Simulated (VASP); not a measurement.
Here is a VASP 6.6.1 calculation.

The input INCAR:

```
PREC     = Accurate       # precision mode
ENCUT    = 600            # plane-wave cutoff, eV
EDIFF    = 1E-6           # SCF threshold, eV
ISMEAR   = 0              # smearing method
SIGMA    = 0.1            # smearing width, eV
LREAL    = Auto         
LASPH    = True           # aspherical terms in the spheres
NELM     = 80             # most SCF steps
ALGO     = Normal         # electronic algorithm
ISIF     = 3              # what is computed and relaxed
LWAVE    = False          # write WAVECAR
LCHARG   = False          # write CHGCAR
GGA      = PE             # functional
IBRION   = 2              # ionic algorithm
NSW      = 80             # ionic steps
EDIFFG   = -0.025         # ionic threshold
```

Contents of KPOINTS:

```
regular mesh
0
Gamma
  2 2 2
```

The input POSCAR:

```
MgZn3Se3S
1.0
   -0.0822199321     -0.0990559812     -6.6663374913
    0.0954764976     -7.1060606778     -0.1051788792
   -8.2887217352      0.1098053591     -0.1004042291
Mg Zn Se S
2 6 6 2
Direct
    0.5030170140      0.8424227708      0.5030576542
    0.0106697878      0.1502452491      0.0019979306
    0.5018590453      0.3344528016      0.2542520585
    0.5042408223      0.3250007501      0.7460221283
    0.4877378890      0.8300206872     -0.0046356754
    0.0008645975      0.6664780504      0.7545313025
   -0.0007398598      0.6766096048      0.2399908036
    0.9850613801      0.1761448470      0.5010601285
    0.6186313431      0.1681863169     -0.0083680740
    0.6224231329      0.6634088445      0.2414607349
    0.6265436881      0.6543880594      0.7582664691
    0.1054070018      0.8552710743      0.5066959307
    0.1312310452      0.3295497982      0.2612836039
    0.1459358577      0.3326315572      0.7464189393
    0.6266678356      0.1850682606      0.5005752681
    0.1304494198      0.8101213280     -0.0026092028
```

Potentials or basis: VASP PAW PBE potentials, release 64 (Mg, Zn, Se, S).

The run is started by

```bash
$ cat potpaw_PBE.64/Mg/POTCAR potpaw_PBE.64/Zn/POTCAR potpaw_PBE.64/Se/POTCAR potpaw_PBE.64/S/POTCAR > POTCAR
$ mpirun -np 1 vasp_std > vasp.out
```

Question: Predict the relaxed cell.

Answer: a = 6.612 Å, b = 7.022 Å, c = 8.109 Å, α = 89.99°, β = 90.01°, γ = 90.02°.

Question: What does it give for the space group after relaxing (to 0.1 Å)?

Answer: Pmn2_1 (No. 31).

Question: What does it give for the relaxed volume?

Answer: 23.53 Å³/atom.

Forces in eV/Å, atoms in the order of the input:
```
Mg  -0.005  0.005 -0.002
Mg   0.008  0.004 -0.002
Zn  -0.005 -0.003 -0.002
Zn  -0.008 -0.004  0.002
Zn  -0.005 -0.003  0.011
Zn   0.001 -0.006 -0.002
Zn   0.004 -0.006 -0.004
Zn   0.003 -0.002 -0.004
Se   0.006 -0.003 -0.008
Se   0.000  0.000  0.002
Se  -0.001  0.001  0.002
Se  -0.001 -0.005 -0.005
Se   0.010  0.010  0.003
Se  -0.004  0.002 -0.001
S   -0.006  0.002  0.003
S    0.003  0.007  0.006
```

Caveat: the k points lie up to 0.48 Å⁻¹ apart in the final cell.
